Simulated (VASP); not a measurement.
Set up this calculation in VASP 6.6.1, as the native input.

- Task: electric field gradients
- Functional: PBE
- Potentials or basis: VASP PAW PBE potentials, release 64 (Zn, O)
- Cutoff: 520 eV
- k mesh: 11 × 11 × 6
- Occupations: fermi-dirac, width 0.02 eV
- Spin: no spin polarisation
- Dipole correction: no
- Further INCAR settings: ALGO = Normal; EDIFF = 1e-08; NBANDS = 26

The structure of ZnO lies in POSCAR:

```
ZnO
1.0
    3.2385310885      0.0000000000      0.0000000000
   -1.6192655442      2.8046501935      0.0000000000
    0.0000000000      0.0000000000      5.1863958566
Zn O
2 2
Direct
    0.3333333333      0.6666666667      0.0000000000
    0.6666666667      0.3333333333      0.5000000000
    0.3333333333      0.6666666667      0.3821000000
    0.6666666667      0.3333333333      0.8821000000
```

This cell differs from its parent crystal: volume scaled by 0.99.

These files were run (other wordings do the same):

INCAR

```
SYSTEM = ZnO
PREC = Accurate
ENCUT = 520
EDIFF = 1E-8
ISMEAR = -1
SIGMA = 0.02
LREAL = .False.
LASPH = .True.
NELM = 60
ALGO = Normal
ISIF = 2
LWAVE = .False.
LCHARG = .False.
GGA = PE
LEFG = .True.
NBANDS = 26
```

KPOINTS

```
regular mesh
0
Gamma
  11 11 6
  0 0 0
```

Potentials or basis: VASP PAW PBE potentials, release 64 (Zn, O).

Launch:

```console
$ cat potpaw_PBE.64/Zn/POTCAR potpaw_PBE.64/O/POTCAR > POTCAR
$ mpirun -np 1 vasp_std > vasp.out
```

It gave:

The pressure is 7.6 GPa and the largest force is 0.033 eV/Å. The band gap on the k mesh is 0.80 eV, direct.

Caveat: without QUAD_EFG the Cq values of the log hold for a quadrupole moment of 1 mb, not for the nuclei.

Run time: 57 s on 1 thread of Intel(R) Xeon(R) Platinum 8375C CPU @ 2.90GHz (Ice Lake), on a shared host, peak memory 0.2 GiB.
